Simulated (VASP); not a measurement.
# CdS (P6_3mc) in VASP: notebook

Aim: see how the results for CdS move with the level of theory and the settings. Levels: PBE, r2SCAN. Tasks: single point.

Everything below comes from runs of VASP 6.6.1. Logs are shortened: lines on timing, memory, paths and dates and some standing lists are left out, and cuts for length are marked.

## Step 1: The cell of the first run

Symmetry: P6_3mc, No. 186, hexagonal system. The conventional cell has a = 3.956 Å, b = 3.956 Å, c = 7.082 Å, α = 90.00°, β = 90.00°, γ = 120.00°. Within 3.3 Å of Cd (site symmetry 3m) lie 4 S at 2.51 Å. S (site symmetry 3m) has 4 Cd at 2.51 Å within 3.3 Å.

## Step 2: Single point, PBE (epitaxial xy strain -5.0%)

INCAR

```
SYSTEM = CdS
PREC = Accurate
ENCUT = 520
EDIFF = 1E-6
ISMEAR = -1
SIGMA = 0.02
LREAL = .FALSE.
LASPH = .TRUE.
NELM = 100
ALGO = Normal
ISIF = 2
LWAVE = .FALSE.
LCHARG = .TRUE.
GGA = PE
LELF = .TRUE.
LVHAR = .TRUE.
NBANDS = 26
```

KPOINTS

```
Automatic mesh
0
G
  12 12 4
  0 0 0
```

POSCAR

```
CdS
1.0
    3.9563712165      0.0000000000      0.0000000000
   -1.9781856083      3.4263179803      0.0000000000
    0.0000000000      0.0000000000      7.0823619796
Cd S
2 2
Direct
    0.3333333333      0.6666666667      0.0102720657
    0.6666666667      0.3333333333      0.5102720657
    0.3333333333      0.6666666667      0.3647279343
    0.6666666667      0.3333333333      0.8647279343
```

Potentials or basis: VASP PAW PBE potentials, release 64 (Cd, S).

Run with:

```bash
$ cat potpaw_PBE.64/Cd/POTCAR potpaw_PBE.64/S/POTCAR > POTCAR
$ mpirun -np 1 vasp_std > vasp.out
```

OUTCAR:

```text
SYSTEM = CdS
   PREC = Accurate
   ENCUT = 520
   EDIFF = 1E-6
   ISMEAR = -1
   LREAL = .FALSE.
   LASPH = .TRUE.
   NELM = 100
   ISIF = 2
   GGA = PE

 ion  position               nearest neighbor table
   1  0.333  0.667  0.010-   4 2.51   4 2.51   4 2.51   3 2.51
   2  0.667  0.333  0.510-   3 2.51   3 2.51   3 2.51   4 2.51
   3  0.333  0.667  0.365-   2 2.51   2 2.51   2 2.51   1 2.51
   4  0.667  0.333  0.865-   1 2.51   1 2.51   1 2.51   2 2.51

  LATTYP: Found a hexagonal cell.
 ALAT       =     3.9563712165
 C/A-ratio  =     1.7901156368

  Lattice vectors:

 A1 = (   3.9563712165,   0.0000000000,   0.0000000000)
 A2 = (  -1.9781856083,   3.4263179803,   0.0000000000)
 A3 = (   0.0000000000,   0.0000000000,   7.0823619796)

Analysis of symmetry for initial positions (statically):
=====================================================================
 Subroutine PRICEL returns:
 Original cell was already a primitive cell.

 Routine SETGRP: Setting up the symmetry group for a
 hexagonal supercell.

 Subroutine GETGRP returns: Found 12 space group operations
 (whereof  6 operations were pure point group operations)
 out of a pool of 24 trial point group operations.

The static configuration has the point symmetry C_3v.
 The point group associated with its full space group is C_6v.

Analysis of symmetry for dynamics (positions and initial velocities):
=====================================================================
 Subroutine PRICEL returns:
 Original cell was already a primitive cell.

 Routine SETGRP: Setting up the symmetry group for a
 hexagonal supercell.

 Subroutine GETGRP returns: Found 12 space group operations
 (whereof  6 operations were pure point group operations)
 out of a pool of 24 trial point group operations.

The dynamic configuration has the point symmetry C_3v.
 The point group associated with its full space group is C_6v.

 Subroutine INISYM returns: Found 12 space group operations
 (whereof  6 operations are pure point group operations),
 and found     1 'primitive' translations

----------------------------------------------------------------------------------------

                                     Primitive cell

  volume of cell :      96.0070

  direct lattice vectors                    reciprocal lattice vectors
     3.956371217  0.000000000  0.000000000     0.252756869  0.145929246  0.000000000
    -1.978185608  3.426317980  0.000000000     0.000000000  0.291858492  0.000000000
     0.000000000  0.000000000  7.082361980     0.000000000  0.000000000  0.141195833

  length of vectors
     3.956371217  3.956371217  7.082361980     0.291858492  0.291858492  0.141195833

  position of ions in fractional coordinates (direct lattice)
     0.333333333  0.666666667  0.010272066
     0.666666667  0.333333333  0.510272066
     0.333333333  0.666666667  0.364727934
     0.666666667  0.333333333  0.864727934

  ion indices of the primitive-cell ions
   primitive index   ion index
                 1           1
                 2           2
                 3           3
                 4           4

----------------------------------------------------------------------------------------

 KPOINTS: Automatic mesh

Automatic generation of k-mesh.
 Grid dimensions read from file:
 generate k-points for:   12   12    4

 Generating k-lattice:

  Cartesian coordinates                     Fractional coordinates (reciprocal lattice)
     0.021063072  0.012160771  0.000000000     0.083333333  0.000000000  0.000000000
     0.000000000  0.024321541  0.000000000     0.000000000  0.083333333  0.000000000
     0.000000000  0.000000000  0.035298958     0.000000000  0.000000000  0.250000000

  Length of vectors
     0.024321541  0.024321541  0.035298958

  Shift w.r.t. Gamma in fractional coordinates (k-lattice)
     0.000000000  0.000000000  0.000000000

 Subroutine IBZKPT returns following result:
 ===========================================

 Found     57 irreducible k-points:

 Following reciprocal coordinates:
            Coordinates               Weight
  0.000000  0.000000  0.000000      1.000000
  0.083333  0.000000  0.000000      6.000000
  0.166667  0.000000  0.000000      6.000000
  0.250000  0.000000  0.000000      6.000000
  0.333333 -0.000000  0.000000      6.000000
  0.416667  0.000000  0.000000      6.000000
[... 16 lines left out ...]
  0.250000  0.000000  0.250000     12.000000
  0.333333 -0.000000  0.250000     12.000000
 [... further k-points ...]
   k-points           NKPTS =     57   k-points in BZ     NKDIM =     57   number of bands    NBANDS=     26
   number of dos      NEDOS =    301   number of ions     NIONS =      4
   total plane-waves  NPLWV =  48600
   dimension x,y,z NGX =    30 NGY =   30 NGZ =   54
   dimension x,y,z NGXF=    60 NGYF=   60 NGZF=  108
   ions per type =               2   2
   NGX,Y,Z   is equivalent  to a cutoff of  12.61, 12.61, 12.68 a.u.
   NGXF,Y,Z  is equivalent  to a cutoff of  25.21, 25.21, 25.35 a.u.
 SYSTEM =  CdS
   PREC   = accura    normal or accurate (medium, high low for compatibility)
   ISTART =      0    job   : 0-new  1-cont  2-samecut
   ICHARG =      2    charge: 1-file 2-atom 10-const
   ISPIN  =      1    spin polarized calculation?
   LNONCOLLINEAR =      F non collinear calculations
   LSORBIT =      F    spin-orbit coupling
   LASPH  =      T    aspherical Exc in radial PAW
   ENCUT  =  520.0 eV  38.22 Ry    6.18 a.u.   7.36  7.36 13.17*2*pi/ulx,y,z
   NELM   =    100;   NELMIN=  2; NELMDL= -5     # of ELM steps
   EDIFF  = 0.1E-05   stopping-criterion for ELM
   LREAL  =      F    real-space projection
   EDIFFG = 0.1E-04   stopping-criterion for IOM
   NSW    =      0    number of steps for IOM
   IBRION =     -1    ionic relax: 0-MD 1-quasi-New 2-CG
   NFREE  =      0    steps in history (QN), initial steepest desc. (CG)
   ISIF   =      2    stress and relaxation
   ISYM   =      2    0-nonsym 1-usesym 2-fastsym
   POTIM  = 0.5000    time-step for ionic-motion
   TEBEG  =    0.0;   TEEND  =   0.0 temperature during run
   PSTRESS=    0.0 pullay stress
   NELECT =      36.0000    total number of electrons
   NUPDOWN=      -1.0000    fix difference up-down
   EMIN   =  10.00;   EMAX   =-10.00  energy-range for DOS
   EFERMI =   0.00;   METHOD = LEGACY
   ISMEAR =    -1;   SIGMA  =   0.02  broadening in eV -4-tet -1-fermi 0-gaus
   EFERMI_NEDOS =   21; number of points for ismear=-14 and -15
   IALGO  =     38    algorithm
   IMIX   =      4    mixing-type and parameters
     AMIX     =   0.40;   BMIX     =  1.00
     AMIX_MAG =   1.60;   BMIX_MAG =  1.00
  volume/ion in A,a.u.               =      24.00       161.97
  Fermi-wavevector in a.u.,A,eV,Ry     =   1.180524  2.230866 18.961573  1.393636
  Thomas-Fermi vector in A             =   2.316814
   LORBIT       =      0    0 simple, 1 ext, 2 COOP (PROOUT), +10 PAW based schemes
   GGA     = PE    functional components
   LHFCALC =     F    Hartree Fock is set to
   AEXX    =    0.0000 exact exchange contribution
   IVDW    =     0    specifies the selected vdW correction
   LEPSILON=     F    determine dielectric tensor
   LRPA    =     F    only Hartree local field effects (RPA)
 non-spin polarized calculation
  energy-cutoff  :      520.00
  volume of cell :       96.01
 maximum number of plane-waves:      2618
 NGX is ok and might be reduce to    30
   NGX = 15   NGY = 15   NGZ = 27

 number of electron      35.9999990 magnetization

 Free energy of the ion-electron system (eV)
  ---------------------------------------------------
  ext. energy  EPLUGINS =         0.00000000
  ---------------------------------------------------
  free energy    TOTEN  =       -12.07609212 eV

  energy without entropy =      -12.07609212  energy(sigma->0) =      -12.07609212

 E-fermi :   2.1148     XC(G=0):  -9.3213

 val. band max:        1.7368575946   @ k =   0.0000   0.0000   0.0000
 cond. band min:       2.7140924758   @ k =   0.0000   0.0000   0.0000
 fundamental gap:      0.9772348811
 Fermi energy:         2.1147838660

 k-point     1 :       0.0000    0.0000    0.0000
  band No.  band energies     occupation
      1     -10.9480      2.00000
      2     -10.5250      2.00000
      3      -6.2907      2.00000
      4      -6.1947      2.00000
      5      -6.1947      2.00000
      6      -6.1044      2.00000
[... 18 lines left out ...]
     25       9.5903      0.00000
     26       9.5903      0.00000

 k-point     2 :       0.0833    0.0000    0.0000
  band No.  band energies     occupation
      1     -10.9185      2.00000
      2     -10.5096      2.00000
      3      -6.2801      2.00000
      4      -6.1845      2.00000
      5      -6.1777      2.00000
      6      -6.0934      2.00000
[... 18 lines left out ...]
     25       9.3666      0.00000
     26       9.7393      0.00000

 k-point     3 :       0.1667    0.0000    0.0000
  band No.  band energies     occupation
      1     -10.8362      2.00000
      2     -10.4684      2.00000
      3      -6.2525      2.00000
      4      -6.1592      2.00000
      5      -6.1268      2.00000
      6      -6.0558      2.00000
[... 18 lines left out ...]
     25       9.1246      0.00000
     26      10.1521      0.00000

 k-point     4 :       0.2500    0.0000    0.0000
  band No.  band energies     occupation
      1     -10.7201      2.00000
      2     -10.4148      2.00000
      3      -6.2143      2.00000
      4      -6.1320      2.00000
      5      -6.0702      2.00000
      6      -5.9913      2.00000
[... 18 lines left out ...]
     25       9.4257      0.00000
     26      10.1020      0.00000
[... 496 lines left out ...]
      1     -10.7825      2.00000
      2     -10.5220      2.00000
      3      -6.2134      2.00000
      4      -6.1439      2.00000
      5      -6.1140      2.00000
      6      -6.0655      2.00000
[... 18 lines left out ...]
     25       9.2276      0.00000
     26       9.8894      0.00000

 k-point    23 :       0.2500    0.0000    0.2500
  band No.  band energies     occupation
      1     -10.6745      2.00000
      2     -10.4583      2.00000
      3      -6.1852      2.00000
      4      -6.1118      2.00000
      5      -6.0746      2.00000
      6      -6.0122      2.00000
[... 18 lines left out ...]
     25       9.3430      0.00000
     26      10.4203      0.00000

 k-point    24 :       0.3333   -0.0000    0.2500
  band No.  band energies     occupation
      1     -10.5621      2.00000
      2     -10.3983      2.00000
      3      -6.1569      2.00000
      4      -6.0887      2.00000
      5      -6.0479      2.00000
      6      -5.9648      2.00000
[... 18 lines left out ...]
     25       9.5524      0.00000
     26      10.9340      0.00000

 [... further k-points ...]

------------------------ aborting loop because EDIFF is reached ----------------------------------------

  FORCE on cell =-STRESS in cart. coord.  units (eV):
  Direction    XX          YY          ZZ          XY          YZ          ZX
  --------------------------------------------------------------------------------------
  -------------------------------------------------------------------------------------
  Total        3.9730102      3.9730102      1.1732120     -0.0000000      0.0000000      0.0000000
  in kB       66.3021248     66.3021248     19.5787192     -0.0000000      0.0000000      0.0000000
  external PRESSURE =      50.7276562 kB  Pullay stress =       0.0000000 kB

 VOLUME and BASIS-vectors are now :
 -----------------------------------------------------------------------------
  energy-cutoff  :      520.00
  volume of cell :       96.01
      direct lattice vectors                 reciprocal lattice vectors
     3.956371217  0.000000000  0.000000000     0.252756869  0.145929246  0.000000000
    -1.978185608  3.426317980  0.000000000     0.000000000  0.291858492  0.000000000
     0.000000000  0.000000000  7.082361980     0.000000000  0.000000000  0.141195833

 POSITION                                       TOTAL-FORCE (eV/Angst)
 -----------------------------------------------------------------------------------
     -0.00000      2.28421      0.07275         0.000000     -0.000000      0.006444
      1.97819      1.14211      3.61393        -0.000000      0.000000      0.006444
     -0.00000      2.28421      2.58314         0.000000      0.000000     -0.006444
      1.97819      1.14211      6.12432        -0.000000     -0.000000     -0.006444
 -----------------------------------------------------------------------------------
    total drift:                               -0.000000     -0.000000     -0.001016

  FREE ENERGIE OF THE ION-ELECTRON SYSTEM (eV)
  ---------------------------------------------------
  free  energy   TOTEN  =       -12.0760921162 eV

  energy  without entropy=      -12.0760921161  energy(sigma->0) =      -12.07609212
```

Run time: 88 s. Hardware: 1 thread of Intel Xeon Platinum 8488C (Sapphire Rapids), shared host; peak memory 0.28 GiB.

Results:

```yaml
Free_energy: -12.0761 eV
Pressure: 5.1 GPa
Largest_force: 0.006 eV/Å
Band_gap_on_the_k_mesh: 0.98 eV
```

Forces on the atoms (eV/Å):
```
Cd   0.000  0.000  0.006
Cd   0.000  0.000  0.006
S    0.000  0.000 -0.006
S    0.000  0.000 -0.006
```

Caveat: the cell differs from its parent crystal (epitaxial xy strain -5.0%); the cell stands under pressure. A k mesh can miss the band edges.

(Part 1 of 2 ends here.)
